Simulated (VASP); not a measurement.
A run of VASP 6.6.1 is set up as follows.

INCAR

```
  ALGO = Normal
  EDIFF = 1E-7
  EDIFFG = -0.01
  ENCUT = 600
  GGA = PE
  IBRION = 2
  ISIF = 3
  ISMEAR = 0
  LASPH = True
  LCHARG = False
  LREAL = False
  LWAVE = False
  NELM = 80
  NSW = 100
  PREC = Accurate
  SIGMA = 0.02
```

Contents of KPOINTS:

```
k-points
0
Gamma
  6 6 8
```

POSCAR

```
CdS
1.0
    6.6085762494      0.0000000000      0.0000000000
   -3.3042881247      5.7231949148      0.0000000000
    0.0000000000      0.0000000000      4.0083043906
Cd S
3 3
Direct
    0.6214865018      0.0000000000      0.6666666667
    0.0000000000      0.6214865018      0.3333333333
    0.3785134982      0.3785134982      0.0000000000
    0.3711683952      0.0000000000      0.1666666667
    0.0000000000      0.3711683952      0.8333333333
    0.6288316048      0.6288316048      0.5000000000
```

Potentials or basis: VASP PAW PBE potentials, release 64 (Cd, S).

Command:

```bash
$ cat potpaw_PBE.64/Cd/POTCAR potpaw_PBE.64/S/POTCAR > POTCAR
$ mpirun -np 1 vasp_std > vasp.out
```

(1) Estimate the relaxed cell.

(2) What does it give for the band gap on the k mesh?

(3) What does it give for the relaxed volume?

(4) Predict the space group after relaxing (to 0.1 Å).

## Answers

(1) a = 6.618 Å, b = 6.618 Å, c = 4.005 Å, α = 90.00°, β = 90.00°, γ = 120.00°.

(2) 0.97 eV.

(3) 25.32 Å³/atom.

(4) P3_221 (No. 154).
